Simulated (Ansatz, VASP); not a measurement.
**One calculation of InAs, two programs**

File INCAR:

```
PREC = Accurate
ENCUT = 600
EDIFF = 1E-6
ISMEAR = -1
SIGMA = 0.05
LREAL = F
LASPH = T
NELM = 100
ALGO = Normal
ISIF = 3
LWAVE = F
LCHARG = F
GGA = PE
IBRION = 2
NSW = 60
EDIFFG = -0.01
```

Contents of KPOINTS:

```
Automatic mesh
0
Gamma
  8 8 8
```

File POSCAR:

```
InAs
1.0
    0.0000000000      2.8773040000      2.8773040000
    2.8773040000      0.0000000000      2.8773040000
    2.8773040000      2.8773040000      0.0000000000
In As
1 1
Direct
    0.5000000000      0.5000000000      0.5000000000
    0.0000000000      0.0000000000      0.0000000000
```

input.yaml

```yaml
crystal:
  lattice:
    - [0.0, 2.877304, 2.877304]
    - [2.877304, 0.0, 2.877304]
    - [2.877304, 2.877304, 0.0]
  atoms:
    - { symbol: In, position: [0.5, 0.5, 0.5] }
    - { symbol: As, position: [0.0, 0.0, 0.0] }
hamiltonian:
  xc: pbe
  pseudopotentials: { kind: paw }
kpoints:
  mp_grid: { grid: [8, 8, 8] }
scf:
  occupations: { method: fermi_dirac, width: 0.05 }
output:
  forces: true
  stress: true
  eigenvalues: true
relax:
  f_tol: 0.01
  max_steps: 40
  cell: { stress_tol: 0.05 }
```

Alike in both runs: task relaxation of cell and atoms; functional PBE; k mesh 8 × 8 × 8; occupations fermi-dirac, width 0.05 eV; no spin polarisation.

|  | VASP | Ansatz |
| --- | --- | --- |
| version | VASP 6.6.1 | Ansatz 0.2.0 |
| potentials or method | VASP PAW PBE potentials, release 64 (In_d, As) | Ansatz PAW |
| plane-wave cutoff (eV) | 600 | 420 |
| valence electrons in the cell | 18 | 28 |

VASP gave:

- gap on the k mesh at the Fermi level, each at its own relaxed structure (eV): none
- relaxed volume (Å³/atom): 23.82
- relaxed cell length with the largest relative difference (Å): 4.069

Task: Estimate Ansatz's values.

Result: gap on the k mesh at the Fermi level, each at its own relaxed structure (eV): none; relaxed volume (Å³/atom): 23.78; relaxed cell length with the largest relative difference (Å): 4.067.

A gap of «none» marks a metal or a gap that the smearing closes. VASP's potentials hold 18 valence electrons a cell and Ansatz's 28, so a difference there can come from the potentials and not from the codes.

Noted on VASP's run: the relaxation stopped at its first step, so nothing moved. Noted on Ansatz's run: the plane-wave basis is chosen anew once the cell has moved, so the energies of steps on either side of that aren't comparable.
